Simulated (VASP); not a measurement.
# TiCo (Pm-3m) in VASP: further runs, part 2 of 2

VASP 6.6.1.

### 3 Single point, PBEsol, collinear spin, ferromagnetic start

This run uses another cell than the first one, of 12.08 Å³/atom.

Contents of INCAR:

```
SYSTEM = TiCo
  PREC = Accurate
  ENCUT = 520
  EDIFF = 1E-7
  ISMEAR = -1
  SIGMA = 0.05
  LREAL = .False.
  LASPH = .True.
  NELM = 150
  ALGO = Normal
  ISIF = 2
  LWAVE = .False.
  LCHARG = .False.
  ISPIN = 2
  MAGMOM = 2 1
  LORBIT = 11
  LMAXMIX = 4
  GGA = PS
  NBANDS = 22
```

Contents of KPOINTS:

```
Automatic mesh
0
Gamma
  9 9 9
  0 0 0
```

Contents of POSCAR:

```
TiCo
1.0
    2.8911902198      0.0000000000      0.0000000000
    0.0000000000      2.8911902198      0.0000000000
    0.0000000000      0.0000000000      2.8911902198
Co Ti
1 1
Direct
    0.5000000000      0.5000000000      0.5000000000
    0.0000000000      0.0000000000      0.0000000000
```

Potentials or basis: VASP PAW PBE potentials, release 64 (Co, Ti_sv).

Run with:

```bash
> cat potpaw_PBE.64/Co/POTCAR potpaw_PBE.64/Ti_sv/POTCAR > POTCAR
> mpirun -np 1 vasp_std > vasp.out
```

OUTCAR:

```text
SYSTEM = TiCo
   PREC = Accurate
   ENCUT = 520
   EDIFF = 1E-7
   ISMEAR = -1
   LREAL = .False.
   LASPH = .True.
   NELM = 150
   ISIF = 2
   ISPIN = 2
   LORBIT = 11
   GGA = PS

 ion  position               nearest neighbor table
   1  0.500  0.500  0.500-   2 2.50   2 2.50   2 2.50   2 2.50   2 2.50   2 2.50   2 2.50   2 2.50

   2  0.000  0.000  0.000-   1 2.50   1 2.50   1 2.50   1 2.50   1 2.50   1 2.50   1 2.50   1 2.50

  LATTYP: Found a simple cubic cell.
 ALAT       =     2.8911902198

  Lattice vectors:

 A1 = (   2.8911902198,   0.0000000000,   0.0000000000)
 A2 = (   0.0000000000,   2.8911902198,   0.0000000000)
 A3 = (   0.0000000000,   0.0000000000,   2.8911902198)

Analysis of symmetry for initial positions (statically):
=====================================================================
 Subroutine PRICEL returns:
 Original cell was already a primitive cell.

 Routine SETGRP: Setting up the symmetry group for a
 simple cubic supercell.

 Subroutine GETGRP returns: Found 48 space group operations
 (whereof 48 operations were pure point group operations)
 out of a pool of 48 trial point group operations.

The static configuration has the point symmetry O_h .

Analysis of symmetry for dynamics (positions and initial velocities):
=====================================================================
 Subroutine PRICEL returns:
 Original cell was already a primitive cell.

 Routine SETGRP: Setting up the symmetry group for a
 simple cubic supercell.

 Subroutine GETGRP returns: Found 48 space group operations
 (whereof 48 operations were pure point group operations)
 out of a pool of 48 trial point group operations.

The dynamic configuration has the point symmetry O_h .

Analysis of structural, dynamic, and magnetic symmetry:
=====================================================================
 Subroutine PRICEL returns:
 Original cell was already a primitive cell.

 Routine SETGRP: Setting up the symmetry group for a
 simple cubic supercell.

 Subroutine GETGRP returns: Found 48 space group operations
 (whereof 48 operations were pure point group operations)
 out of a pool of 48 trial point group operations.

The overall configuration has the point symmetry O_h .

 Subroutine INISYM returns: Found 48 space group operations
 (whereof 48 operations are pure point group operations),
 and found     1 'primitive' translations

----------------------------------------------------------------------------------------

                                     Primitive cell

  volume of cell :      24.1674

  direct lattice vectors                    reciprocal lattice vectors
     2.891190220  0.000000000  0.000000000     0.345878314  0.000000000  0.000000000
     0.000000000  2.891190220  0.000000000     0.000000000  0.345878314  0.000000000
     0.000000000  0.000000000  2.891190220     0.000000000  0.000000000  0.345878314

  length of vectors
     2.891190220  2.891190220  2.891190220     0.345878314  0.345878314  0.345878314

  position of ions in fractional coordinates (direct lattice)
     0.500000000  0.500000000  0.500000000
     0.000000000  0.000000000  0.000000000

  ion indices of the primitive-cell ions
   primitive index   ion index
                 1           1
                 2           2
[... 64 lines left out ...]
   ISTART =      0    job   : 0-new  1-cont  2-samecut
   ICHARG =      2    charge: 1-file 2-atom 10-const
   ISPIN  =      2    spin polarized calculation?
   LNONCOLLINEAR =      F non collinear calculations
   LSORBIT =      F    spin-orbit coupling
   LASPH  =      T    aspherical Exc in radial PAW
   ENCUT  =  520.0 eV  38.22 Ry    6.18 a.u.   5.38  5.38  5.38*2*pi/ulx,y,z
   NELM   =    150;   NELMIN=  2; NELMDL= -5     # of ELM steps
   EDIFF  = 0.1E-06   stopping-criterion for ELM
   LREAL  =      F    real-space projection
   EDIFFG = 0.1E-05   stopping-criterion for IOM
   NSW    =      0    number of steps for IOM
   IBRION =     -1    ionic relax: 0-MD 1-quasi-New 2-CG
   NFREE  =      0    steps in history (QN), initial steepest desc. (CG)
   ISIF   =      2    stress and relaxation
   ISYM   =      2    0-nonsym 1-usesym 2-fastsym
   POTIM  = 0.5000    time-step for ionic-motion
   TEBEG  =    0.0;   TEEND  =   0.0 temperature during run
   PSTRESS=    0.0 pullay stress
   NELECT =      21.0000    total number of electrons
   NUPDOWN=      -1.0000    fix difference up-down
   EMIN   =  10.00;   EMAX   =-10.00  energy-range for DOS
   EFERMI =   0.00;   METHOD = LEGACY
   ISMEAR =    -1;   SIGMA  =   0.05  broadening in eV -4-tet -1-fermi 0-gaus
   EFERMI_NEDOS =   21; number of points for ismear=-14 and -15
   IALGO  =     38    algorithm
   IMIX   =      4    mixing-type and parameters
     AMIX     =   0.40;   BMIX     =  1.00
     AMIX_MAG =   1.60;   BMIX_MAG =  1.00
  volume/ion in A,a.u.               =      12.08        81.54
  Fermi-wavevector in a.u.,A,eV,Ry     =   1.562205  2.952139 33.204793  2.440483
  Thomas-Fermi vector in A             =   2.665157
   LORBIT       =     11    0 simple, 1 ext, 2 COOP (PROOUT), +10 PAW based schemes
   GGA     = PS    functional components
   LHFCALC =     F    Hartree Fock is set to
   AEXX    =    0.0000 exact exchange contribution
   IVDW    =     0    specifies the selected vdW correction
   LEPSILON=     F    determine dielectric tensor
   LRPA    =     F    only Hartree local field effects (RPA)
 spin polarized calculation
  energy-cutoff  :      520.00
  volume of cell :       24.17
 maximum number of plane-waves:       666
 NGX is ok and might be reduce to    24
   NGX = 11   NGY = 11   NGZ = 11

 number of electron      21.0000010 magnetization       0.5079941

 Free energy of the ion-electron system (eV)
  ---------------------------------------------------
  ext. energy  EPLUGINS =         0.00000000
  ---------------------------------------------------
  free energy    TOTEN  =       -16.88527400 eV

  energy without entropy =      -16.86986077  energy(sigma->0) =      -16.87756739

 E-fermi :  11.0962     XC(G=0): -13.2638

 val. band max:       11.0878216824   @ k =   0.4444   0.4444   0.3333
 cond. band min:      11.1357586788   @ k =   0.3333   0.1111   0.1111
 fundamental gap:      0.0479369964
 Fermi energy:        11.0961662479

 spin component 1

 k-point     1 :       0.0000    0.0000    0.0000
  band No.  band energies     occupation
      1     -45.7119      1.00000
      2     -21.8690      1.00000
      3     -21.8690      1.00000
      4     -21.8690      1.00000
      5       2.9768      1.00000
      6       6.5630      1.00000
[... 589 lines left out ...]
     21      28.8975      0.00000
     22      32.2928      0.00000

 [... further k-points ...]

 spin component 2

 k-point     1 :       0.0000    0.0000    0.0000
  band No.  band energies     occupation
      1     -45.7099      1.00000
      2     -21.8675      1.00000
      3     -21.8675      1.00000
      4     -21.8675      1.00000
      5       2.9974      1.00000
      6       6.9056      1.00000
[... 589 lines left out ...]
     21      28.9486      0.00000
     22      32.3091      0.00000

 [... further k-points ...]

------------------------ aborting loop because EDIFF is reached ----------------------------------------

  FORCE on cell =-STRESS in cart. coord.  units (eV):
  Direction    XX          YY          ZZ          XY          YZ          ZX
  --------------------------------------------------------------------------------------
  -------------------------------------------------------------------------------------
  Total        1.4124170      1.4124170      1.4124170     -0.0000000     -0.0000000      0.0000000
  in kB       93.6361424     93.6361424     93.6361424     -0.0000000     -0.0000000      0.0000000
  external PRESSURE =      93.6361424 kB  Pullay stress =       0.0000000 kB

 VOLUME and BASIS-vectors are now :
 -----------------------------------------------------------------------------
  energy-cutoff  :      520.00
  volume of cell :       24.17
      direct lattice vectors                 reciprocal lattice vectors
     2.891190220  0.000000000  0.000000000     0.345878314  0.000000000  0.000000000
     0.000000000  2.891190220  0.000000000     0.000000000  0.345878314  0.000000000
     0.000000000  0.000000000  2.891190220     0.000000000  0.000000000  0.345878314

 POSITION                                       TOTAL-FORCE (eV/Angst)
 -----------------------------------------------------------------------------------
      1.44560      1.44560      1.44560         0.000000      0.000000      0.000000
      0.00000      0.00000      0.00000         0.000000      0.000000      0.000000
 -----------------------------------------------------------------------------------
    total drift:                                0.000000      0.000000     -0.000000

  FREE ENERGIE OF THE ION-ELECTRON SYSTEM (eV)
  ---------------------------------------------------
  free  energy   TOTEN  =       -16.8852740037 eV

  energy  without entropy=      -16.8698607706  energy(sigma->0) =      -16.87756739

 total charge

# of ion       s       p       d       tot
------------------------------------------
    1        0.564   0.511   7.393   8.468
    2        2.272   6.216   1.951  10.439
--------------------------------------------------
tot          2.836   6.727   9.344  18.907

 magnetization (x)

# of ion       s       p       d       tot
------------------------------------------
    1        0.022  -0.003   0.513   0.532
    2       -0.001  -0.007  -0.000  -0.008
--------------------------------------------------
tot          0.021  -0.009   0.513   0.524
```

stdout:

```text
POSCAR found type information on POSCAR CoTi
 POSCAR found :  2 types and       2 ions
 scaLAPACK will be used
 -----------------------------------------------------------------------------
|                                                                             |
|                                                                             |
|     You enforced a specific xc type in the INCAR file but a different       |
|     I HOPE YOU KNOW WHAT YOU ARE DOING!                                     |
|                                                                             |
 -----------------------------------------------------------------------------

 LDA part: xc-table for (Slater+PW92), standard interpolation
 POSCAR, INCAR and KPOINTS ok, starting setup
 FFT: planning ... GRIDC
 FFT: planning ... GRID_SOFT
 FFT: planning ... GRID
 WAVECAR not read
 entering main loop
```

Run time: 22 s. Hardware: 1 thread of Intel Xeon Platinum 8488C (Sapphire Rapids), shared host; peak memory 0.16 GiB.

What came out:

```
Free energy                                           : -16.8853 eV
Pressure                                              : 9.4 GPa
Net moment                                            : 0.51 μB per cell
Site moments                                          : Co +0.53; Ti -0.01 μB
Valence electrons inside the program's atomic spheres : Co 8.47; Ti 10.44
```

Caveat: the cell stands under pressure; the PAW data sets were made with another functional, which shifts forces and pressure a little.

### 4 Single point, PBEsol, collinear spin, ferromagnetic start

This run uses another cell than the first one, of 12.36 Å³/atom.

Contents of INCAR:

```
PREC     = Accurate       # precision mode
ENCUT    = 520            # plane-wave cutoff, eV
EDIFF    = 1E-7           # SCF threshold, eV
ISMEAR   = -1             # smearing method
SIGMA    = 0.05           # smearing width, eV
LREAL    = F              # projectors in reciprocal space
LASPH    = T              # aspherical terms in the spheres
NELM     = 150            # most SCF steps
ALGO     = Normal         # electronic algorithm
ISIF     = 2              # what is computed and relaxed
LWAVE    = F              # write WAVECAR
LCHARG   = F              # write CHGCAR
ISPIN    = 2              # spin polarisation
MAGMOM   = 2 1            # initial moments
LORBIT   = 11             # projections on sites
LMAXMIX  = 4              # l up to which the mixer works
GGA      = PS             # functional
NBANDS   = 22             # bands
```

Contents of KPOINTS:

```
regular mesh
0
Gamma
  9 9 9
```

Contents of POSCAR:

```
TiCo
1.0
    2.9132604275      0.0000000000      0.0000000000
    0.0000000000      2.9132604275      0.0000000000
    0.0000000000      0.0000000000      2.9132604275
Co Ti
1 1
Direct
    0.5000000000      0.5000000000      0.5000000000
    0.0000000000      0.0000000000      0.0000000000
```

Run with:

```bash
> cat potpaw_PBE.64/Co/POTCAR potpaw_PBE.64/Ti_sv/POTCAR > POTCAR
> mpirun -np 1 vasp_std > vasp.out
```

Run time: 22 s. Hardware: 1 thread of Intel Xeon Platinum 8488C (Sapphire Rapids), shared host; peak memory 0.16 GiB.

Results (log left out):

* Free energy: -16.9091 eV
* Pressure: 4.4 GPa
* Net moment: 0.54 μB per cell
* Site moments: Co +0.57; Ti -0.01 μB
* Valence electrons inside the program's atomic spheres: Co 8.43; Ti 10.40

Levels at points of the mesh, in eV from the Fermi level:
Spin up:
| k point | band 6 | band 7 | band 8 | band 9 | band 10 | band 11 | band 12 | band 13 | band 14 | band 15 |
| --- | --- | --- | --- | --- | --- | --- | --- | --- | --- | --- |
| (0.00, 0.00, 0.00) | -4.42 | -4.42 | -1.85 | -1.85 | -1.85 | 0.63 | 0.63 | 2.94 | 2.94 | 2.94 |
Spin down:
```
           k point  band 6  band 7  band 8  band 9  band 10  band 11  band 12  band 13  band 14  band 15
(0.00, 0.00, 0.00)   -4.05   -4.05   -1.49   -1.49    -1.49     0.96     0.96     3.01     3.01     3.01
```

Caveat: the cell stands under pressure; the PAW data sets were made with another functional, which shifts forces and pressure a little.

### 5 The runs side by side

| cell | gap on the mesh (eV) | pressure (GPa) | moment (μB) |
| --- | --- | --- | --- |
| a = 2.853 Å, 2 atoms | none | 19.2 | 0.46 |
| a = 2.891 Å, 2 atoms | none | 9.4 | 0.51 |
| a = 2.913 Å, 2 atoms | none | 4.4 | 0.54 |

Alike in all rows: task single point; level PBEsol; potentials or basis VASP PAW PBE potentials, release 64 (Co, Ti_sv); spin collinear, ferromagnetic start; k mesh 9 × 9 × 9; cutoff (eV) 520; smearing fermi-dirac 0.05 eV.

Caveats: the cell stands under pressure; the PAW data sets were made with another functional, which shifts forces and pressure a little.

Total energies depend on the potentials used, so only differences within one code and one set of settings carry meaning.
